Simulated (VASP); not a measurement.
# SiGeS3 (R-3m) in VASP: single point with PBE

Aim: the single point of SiGeS3 with PBE.

Program: VASP 6.6.1. These are calculated values, not measurements. Logs are shortened: lines on timing, memory, paths and dates and some standing lists are left out, and cuts for length are marked.

## Step 1: The cell of the first run

Symmetry: R-3m, No. 166, trigonal system. Conventional cell: a = 6.400 Å, b = 6.400 Å, c = 9.193 Å, α = 90.00°, β = 90.00°, γ = 120.00°. Within 3.2 Å of Si (site symmetry -3m) lie 6 S at 2.40 Å. Within 4.2 Å of Ge (site symmetry -3m) lie 12 S at 3.20 to 3.58 Å and 6 Si at 4.00 Å. S (site symmetry 2/m) has 2 Si at 2.40 Å within 3.2 Å.

## Step 2: Single point, PBE

INCAR

```
PREC = Accurate
ENCUT = 520
EDIFF = 1E-7
ISMEAR = 0
SIGMA = 0.1
LREAL = False
LASPH = True
NELM = 100
ALGO = Normal
ISIF = 2
LWAVE = False
LCHARG = False
GGA = PE
NBANDS = 26
```

KPOINTS

```
Automatic mesh
0
Gamma
  6 6 6
```

POSCAR

```
SiGeS3
1.0
    3.2001953700      1.8476336600      3.0642024100
   -3.2001953700      1.8476336600      3.0642024100
    0.0000000000     -3.6952673200      3.0642024100
Si Ge S
1 1 3
Direct
    0.0000000000      0.0000000000      0.0000000000
    0.5000000000      0.5000000000      0.5000000000
    0.0000000000      0.0000000000      0.5000000000
    0.5000000000      0.0000000000      0.0000000000
    0.0000000000      0.5000000000      0.0000000000
```

Potentials or basis: VASP PAW PBE potentials, release 64 (Si, Ge_d, S).

Command:

```console
$ cat potpaw_PBE.64/Si/POTCAR potpaw_PBE.64/Ge_d/POTCAR potpaw_PBE.64/S/POTCAR > POTCAR
$ mpirun -np 1 vasp_std > vasp.out
```

OUTCAR:

```text
PREC = Accurate
   ENCUT = 520
   EDIFF = 1E-7
   ISMEAR = 0
   LREAL = False
   LASPH = True
   NELM = 100
   ISIF = 2
   GGA = PE

 ion  position               nearest neighbor table
   1  0.000  0.000  0.000-   4 2.40   5 2.40   5 2.40   4 2.40   3 2.40   3 2.40
   2  0.500  0.500  0.500-
   3  0.000  0.000  0.500-   1 2.40   1 2.40
   4  0.500  0.000  0.000-   1 2.40   1 2.40
   5  0.000  0.500  0.000-   1 2.40   1 2.40

  LATTYP: Found a trigonal (rhomboedric) cell.
 ALAT       =     4.8004517451
 COS(alpha) =     0.1111698787

  Lattice vectors:

 A1 = (   3.2001953700,   1.8476336600,   3.0642024100)
 A2 = (  -3.2001953700,   1.8476336600,   3.0642024100)
 A3 = (   0.0000000000,  -3.6952673200,   3.0642024100)

Analysis of symmetry for initial positions (statically):
=====================================================================
 Subroutine PRICEL returns:
 Original cell was already a primitive cell.

 Routine SETGRP: Setting up the symmetry group for a
 trigonal (rhombohedral) supercell.

 Subroutine GETGRP returns: Found 12 space group operations
 (whereof 12 operations were pure point group operations)
 out of a pool of 12 trial point group operations.

The static configuration has the point symmetry D_3d.

Analysis of symmetry for dynamics (positions and initial velocities):
=====================================================================
 Subroutine PRICEL returns:
 Original cell was already a primitive cell.

 Routine SETGRP: Setting up the symmetry group for a
 trigonal (rhombohedral) supercell.

 Subroutine GETGRP returns: Found 12 space group operations
 (whereof 12 operations were pure point group operations)
 out of a pool of 12 trial point group operations.

The dynamic configuration has the point symmetry D_3d.

 Subroutine INISYM returns: Found 12 space group operations
 (whereof 12 operations are pure point group operations),
 and found     1 'primitive' translations

----------------------------------------------------------------------------------------

                                     Primitive cell

  volume of cell :     108.7079

  direct lattice vectors                    reciprocal lattice vectors
     3.200195370  1.847633660  3.064202410     0.156240461  0.090205472  0.108783066
    -3.200195370  1.847633660  3.064202410    -0.156240461  0.090205472  0.108783066
     0.000000000 -3.695267320  3.064202410     0.000000000 -0.180410944  0.108783066

  length of vectors
     4.800451745  4.800451745  4.800451747     0.210670037  0.210670037  0.210670037

  position of ions in fractional coordinates (direct lattice)
     0.000000000  0.000000000  0.000000000
     0.500000000  0.500000000  0.500000000
     0.000000000  0.000000000  0.500000000
     0.500000000  1.000000000  0.000000000
     1.000000000  0.500000000  0.000000000

  ion indices of the primitive-cell ions
   primitive index   ion index
                 1           1
                 2           2
                 3           3
                 4           4
                 5           5

----------------------------------------------------------------------------------------

 KPOINTS: Automatic mesh

Automatic generation of k-mesh.
 Grid dimensions read from file:
 generate k-points for:    6    6    6

 Generating k-lattice:

  Cartesian coordinates                     Fractional coordinates (reciprocal lattice)
     0.026040077  0.015034245  0.018130511     0.166666667 -0.000000000  0.000000000
    -0.026040077  0.015034245  0.018130511    -0.000000000  0.166666667  0.000000000
     0.000000000 -0.030068491  0.018130511     0.000000000  0.000000000  0.166666667

  Length of vectors
     0.035111673  0.035111673  0.035111673

  Shift w.r.t. Gamma in fractional coordinates (k-lattice)
     0.000000000  0.000000000  0.000000000

 Subroutine IBZKPT returns following result:
 ===========================================

 Found     32 irreducible k-points:

 Following reciprocal coordinates:
            Coordinates               Weight
  0.000000  0.000000  0.000000      1.000000
  0.166667  0.000000  0.000000      6.000000
  0.333333 -0.000000 -0.000000      6.000000
  0.500000 -0.000000 -0.000000      3.000000
  0.166667  0.166667  0.000000      6.000000
  0.333333  0.166667 -0.000000     12.000000
[... 16 lines left out ...]
  0.500000  0.500000  0.166667      6.000000
 -0.333333  0.500000  0.166667     12.000000
 [... further k-points ...]
   k-points           NKPTS =     32   k-points in BZ     NKDIM =     32   number of bands    NBANDS=     26
   number of dos      NEDOS =    301   number of ions     NIONS =      5
   total plane-waves  NPLWV =  46656
   dimension x,y,z NGX =    36 NGY =   36 NGZ =   36
   dimension x,y,z NGXF=    72 NGYF=   72 NGZF=   72
   ions per type =               1   1   3
   NGX,Y,Z   is equivalent  to a cutoff of  12.47, 12.47, 12.47 a.u.
   NGXF,Y,Z  is equivalent  to a cutoff of  24.93, 24.93, 24.93 a.u.
 SYSTEM =  unknown system
   PREC   = accura    normal or accurate (medium, high low for compatibility)
   ISTART =      0    job   : 0-new  1-cont  2-samecut
   ICHARG =      2    charge: 1-file 2-atom 10-const
   ISPIN  =      1    spin polarized calculation?
   LNONCOLLINEAR =      F non collinear calculations
   LSORBIT =      F    spin-orbit coupling
   LASPH  =      T    aspherical Exc in radial PAW
   ENCUT  =  520.0 eV  38.22 Ry    6.18 a.u.   8.93  8.93  8.93*2*pi/ulx,y,z
   NELM   =    100;   NELMIN=  2; NELMDL= -5     # of ELM steps
   EDIFF  = 0.1E-06   stopping-criterion for ELM
   LREAL  =      F    real-space projection
   EDIFFG = 0.1E-05   stopping-criterion for IOM
   NSW    =      0    number of steps for IOM
   IBRION =     -1    ionic relax: 0-MD 1-quasi-New 2-CG
   NFREE  =      0    steps in history (QN), initial steepest desc. (CG)
   ISIF   =      2    stress and relaxation
   ISYM   =      2    0-nonsym 1-usesym 2-fastsym
   POTIM  = 0.5000    time-step for ionic-motion
   TEBEG  =    0.0;   TEEND  =   0.0 temperature during run
   PSTRESS=    0.0 pullay stress
   NELECT =      36.0000    total number of electrons
   NUPDOWN=      -1.0000    fix difference up-down
   EMIN   =  10.00;   EMAX   =-10.00  energy-range for DOS
   EFERMI =   0.00;   METHOD = LEGACY
   ISMEAR =     0;   SIGMA  =   0.10  broadening in eV -4-tet -1-fermi 0-gaus
   EFERMI_NEDOS =   21; number of points for ismear=-14 and -15
   IALGO  =     38    algorithm
   IMIX   =      4    mixing-type and parameters
     AMIX     =   0.40;   BMIX     =  1.00
     AMIX_MAG =   1.60;   BMIX_MAG =  1.00
  volume/ion in A,a.u.               =      21.74       146.72
  Fermi-wavevector in a.u.,A,eV,Ry     =   1.132632  2.140363 17.454291  1.282854
  Thomas-Fermi vector in A             =   2.269333
   LORBIT       =      0    0 simple, 1 ext, 2 COOP (PROOUT), +10 PAW based schemes
   GGA     = PE    functional components
   LHFCALC =     F    Hartree Fock is set to
   AEXX    =    0.0000 exact exchange contribution
   IVDW    =     0    specifies the selected vdW correction
   LEPSILON=     F    determine dielectric tensor
   LRPA    =     F    only Hartree local field effects (RPA)
 non-spin polarized calculation
 Gauss-broadening in eV      SIGMA  =   0.10
  energy-cutoff  :      520.00
  volume of cell :      108.71
 maximum number of plane-waves:      2952
   NGX = 17   NGY = 17   NGZ = 17

 number of electron      36.0000027 magnetization

 Free energy of the ion-electron system (eV)
  ---------------------------------------------------
  ext. energy  EPLUGINS =         0.00000000
  ---------------------------------------------------
  free energy    TOTEN  =       -20.67278910 eV

  energy without entropy =      -20.64408767  energy(sigma->0) =      -20.65843839

 E-fermi :   4.3705     XC(G=0):  -9.5777

 val. band max:        4.3505131813   @ k =   0.3333   0.3333   0.3333
 cond. band min:       4.3792556095   @ k =  -0.3333  -0.3333   0.1667
 fundamental gap:      0.0287424282
 Fermi energy:         4.3704823672

 k-point     1 :       0.0000    0.0000    0.0000
  band No.  band energies     occupation
      1     -21.5158      2.00000
      2     -21.5060      2.00000
      3     -21.5060      2.00000
      4     -21.4691      2.00000
      5     -21.4691      2.00000
      6     -10.0493      2.00000
[... 18 lines left out ...]
     25       9.4332      0.00000
     26      10.3452      0.00000

 k-point     2 :       0.1667    0.0000    0.0000
  band No.  band energies     occupation
      1     -21.5158      2.00000
      2     -21.5060      2.00000
      3     -21.5059      2.00000
      4     -21.4690      2.00000
      5     -21.4690      2.00000
      6      -9.9331      2.00000
[... 18 lines left out ...]
     25       9.9339      0.00000
     26      10.8786      0.00000

 k-point     3 :       0.3333   -0.0000   -0.0000
  band No.  band energies     occupation
      1     -21.5158      2.00000
      2     -21.5060      2.00000
      3     -21.5058      2.00000
      4     -21.4691      2.00000
      5     -21.4690      2.00000
      6      -9.6258      2.00000
[... 18 lines left out ...]
     25      10.7172      0.00000
     26      11.1162      0.00000

 k-point     4 :       0.5000   -0.0000   -0.0000
  band No.  band energies     occupation
      1     -21.5158      2.00000
      2     -21.5060      2.00000
      3     -21.5057      2.00000
      4     -21.4691      2.00000
      5     -21.4689      2.00000
      6      -9.3847      2.00000
[... 18 lines left out ...]
     25      11.8983      0.00000
     26      12.2084      0.00000

 k-point     5 :       0.1667    0.1667    0.0000
  band No.  band energies     occupation
      1     -21.5158      2.00000
      2     -21.5060      2.00000
      3     -21.5059      2.00000
      4     -21.4691      2.00000
      5     -21.4690      2.00000
      6      -9.8408      2.00000
[... 18 lines left out ...]
     25      10.1621      0.00000
     26      10.9117      0.00000

 k-point     6 :       0.3333    0.1667   -0.0000
  band No.  band energies     occupation
      1     -21.5158      2.00000
      2     -21.5060      2.00000
      3     -21.5058      2.00000
      4     -21.4691      2.00000
      5     -21.4690      2.00000
      6      -9.5483      2.00000
[... 427 lines left out ...]
 k-point    21 :      -0.3333    0.3333    0.1667
  band No.  band energies     occupation
      1     -21.5159      2.00000
      2     -21.5059      2.00000
      3     -21.5057      2.00000
      4     -21.4690      2.00000
      5     -21.4690      2.00000
      6      -9.0201      2.00000
[... 18 lines left out ...]
     25      11.0326      0.00000
     26      11.4933      0.00000

 k-point    22 :      -0.1667    0.3333    0.1667
  band No.  band energies     occupation
      1     -21.5158      2.00000
      2     -21.5059      2.00000
      3     -21.5058      2.00000
      4     -21.4691      2.00000
      5     -21.4690      2.00000
      6      -9.3655      2.00000
[... 18 lines left out ...]
     25      10.9570      0.00000
     26      11.2211      0.00000

 k-point    23 :       0.5000    0.5000    0.1667
  band No.  band energies     occupation
      1     -21.5159      2.00000
      2     -21.5058      2.00000
      3     -21.5056      2.00000
      4     -21.4691      2.00000
      5     -21.4689      2.00000
      6      -8.5694      2.00000
[... 18 lines left out ...]
     25      11.3141      0.00000
     26      12.7596      0.00000

 k-point    24 :      -0.3333    0.5000    0.1667
  band No.  band energies     occupation
      1     -21.5159      2.00000
      2     -21.5059      2.00000
      3     -21.5057      2.00000
      4     -21.4691      2.00000
      5     -21.4689      2.00000
      6      -8.7466      2.00000
[... 18 lines left out ...]
     25      11.2239      0.00000
     26      12.0990      0.00000

 [... further k-points ...]

------------------------ aborting loop because EDIFF is reached ----------------------------------------

  FORCE on cell =-STRESS in cart. coord.  units (eV):
  Direction    XX          YY          ZZ          XY          YZ          ZX
  --------------------------------------------------------------------------------------
  -------------------------------------------------------------------------------------
  Total       -2.9162898     -2.9162898     -8.0512735      0.0000000      0.0000000      0.0000000
  in kB      -42.9813648    -42.9813649   -118.6626671      0.0000000      0.0000000      0.0000000
  external PRESSURE =     -68.2084656 kB  Pullay stress =       0.0000000 kB

 VOLUME and BASIS-vectors are now :
 -----------------------------------------------------------------------------
  energy-cutoff  :      520.00
  volume of cell :      108.71
      direct lattice vectors                 reciprocal lattice vectors
     3.200195370  1.847633660  3.064202410     0.156240461  0.090205472  0.108783066
    -3.200195370  1.847633660  3.064202410    -0.156240461  0.090205472  0.108783066
     0.000000000 -3.695267320  3.064202410     0.000000000 -0.180410944  0.108783066

 POSITION                                       TOTAL-FORCE (eV/Angst)
 -----------------------------------------------------------------------------------
      0.00000      0.00000      0.00000        -0.000000      0.000000      0.000000
      0.00000      0.00000      4.59630        -0.000000     -0.000000     -0.000000
      0.00000     -1.84763      1.53210         0.000000      0.000000      0.000000
      1.60010      0.92382      1.53210        -0.000000      0.000000      0.000000
     -1.60010      0.92382      1.53210         0.000000      0.000000      0.000000
 -----------------------------------------------------------------------------------
    total drift:                               -0.000000     -0.000000      0.000000

  FREE ENERGIE OF THE ION-ELECTRON SYSTEM (eV)
  ---------------------------------------------------
  free  energy   TOTEN  =       -20.6727891032 eV

  energy  without entropy=      -20.6440876713  energy(sigma->0) =      -20.65843839
```

Wall time 30 s (1 thread of Intel Xeon 6975P-C (Granite Rapids), shared host); peak memory 0.25 GiB.

What came out:

```
Free energy            : -20.6728 eV
Pressure               : -6.8 GPa
Band gap on the k mesh : zero (band 18 reaches 4.80 eV, above the bottom of band 19 at 3.88 eV)
```

Levels at points of the mesh, in eV from the Fermi level:
```
           k point  band 16  band 17  band 18  band 19  band 20  band 21
(0.00, 0.00, 0.00)    -1.82    -0.51    -0.49    -0.49     1.76     3.32
(0.50, 0.00, 0.00)    -1.65    -1.52    -0.26    -0.11     1.02     1.64
(0.50, 0.50, 0.00)    -1.96    -1.79     0.38     0.54     1.24     1.87
(0.50, 0.50, 0.50)     0.25     0.42     0.42     1.83     1.83     2.00
```
